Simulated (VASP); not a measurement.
Input of a VASP 6.6.1 run:

Contents of INCAR:

```
PREC = Accurate ; ENCUT = 520
EDIFF = 1E-6 ; ISMEAR = 0
SIGMA = 0.15 ; LREAL = False
LASPH = True ; NELM = 100
ALGO = Fast ; ISIF = 2
LWAVE = False ; LCHARG = True
LELF = True ; LVHAR = True
NBANDS = 12
```

Contents of KPOINTS:

```
regular mesh
0
Gamma
  24 24 24
```

The input POSCAR:

```
Cu
1.0
   -1.4032246037      1.4032246037      1.4432165049
    1.4032246037     -1.4032246037      1.4432165049
    1.4032246037      1.4032246037     -1.4432165049
Cu
1
Direct
    0.0000000000      0.0000000000      0.0000000000
```

Potentials or basis: VASP PAW LDA potentials, release 64 (Cu).

Command:

```bash
$ cat potpaw_LDA.64/Cu/POTCAR > POTCAR
$ mpirun -np 1 vasp_std > vasp.out
```

Problem. What does it give for the pressure?

Solution. -5.7 GPa.

Problem. What does it give for the band gap on the k mesh?

Solution. Zero (an odd number of electrons rules out a gap without spin polarisation).

Stress tensor (GPa, compression positive):
```
-5.85  0.00  0.00
 0.00 -5.85  0.00
 0.00  0.00 -5.36
```

Caveat: the cell stands under tension.
